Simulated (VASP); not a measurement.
# PbS: single point with PBE

PbS:

```
CELL_PARAMETERS angstrom
0.00000 2.96500 2.96500
2.96500 0.00000 2.96500
2.96500 2.96500 0.00000
ATOMIC_POSITIONS crystal
Pb 0.00000 0.00000 0.00000
S 0.50000 0.50000 0.50000
```

```yaml
Program: VASP 6.6.1
Task: single point
Functional: PBE
Potentials_or_basis: VASP PAW PBE potentials, release 64 (Pb_d, S)
Cutoff: 500 eV
k_mesh: 7 × 7 × 7
Occupations: gaussian, width 0.05 eV
Spin: no spin polarisation
Dipole_correction: no
Further_INCAR_settings: ALGO = Normal; EDIFF = 1e-06; NBANDS = 17
```

```json
{"Pressure": "2.1 GPa"}
```

Levels at points of the mesh, in eV from the Fermi level:
```tsv
k point	band 6	band 7	band 8	band 9	band 10	band 11	band 12	band 13	band 14	band 15
(0.00, 0.00, 0.00)	-13.57	-6.00	-2.14	-2.14	-2.14	5.25	5.25	5.25	6.76	6.76
```

Wall time 7.4 s on 1 thread of Intel(R) Xeon(R) 6975P-C (Granite Rapids) (shared host), peak memory 0.17 GiB.

Caveat: this odd mesh misses L, so gap, dielectric constants and Born charges aren't listed; spin-orbit coupling is left out, which moves the levels of the heavy elements.
